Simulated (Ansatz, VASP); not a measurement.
## Two plane-wave programs on Sn2Bi2S

```
CELL_PARAMETERS angstrom
5.27046 0.00000 0.00000
-2.63523 4.56435 0.00000
0.00000 0.00000 8.55219
ATOMIC_POSITIONS crystal
Sn 0.33333 0.66667 0.50000
Sn 0.66667 0.33333 0.50000
Bi 0.00000 0.00000 0.70317
Bi 0.00000 0.00000 0.29683
S 0.00000 0.00000 0.00000
```

Alike in both runs: task relaxation of cell and atoms; functional PBE; k mesh 12 × 12 × 6; occupations gaussian, width 0.1 eV; no spin polarisation.

```csv
,VASP,Ansatz
version,VASP 6.6.1,Ansatz 0.2.0
potentials or method,"VASP PAW PBE potentials, release 64 (Sn_d, Bi_d, S), cutoff 600 eV","scalar-relativistic, plane waves, PAW"
valence electrons in the cell,64,64
```

|  | VASP | Ansatz | Ansatz less VASP |
| --- | --- | --- | --- |
| gap on the k mesh at the Fermi level, each at its own relaxed structure (eV) | none | none | - |
| relaxed volume (Å³/atom) | 40.97 | 40.98 | +0.006 |
| relaxed cell length with the largest relative difference (Å) | 8.555 | 8.552 | -0.0026 |

A gap of «none» marks a metal or a gap that the smearing closes.

Spin-orbit coupling is off throughout.
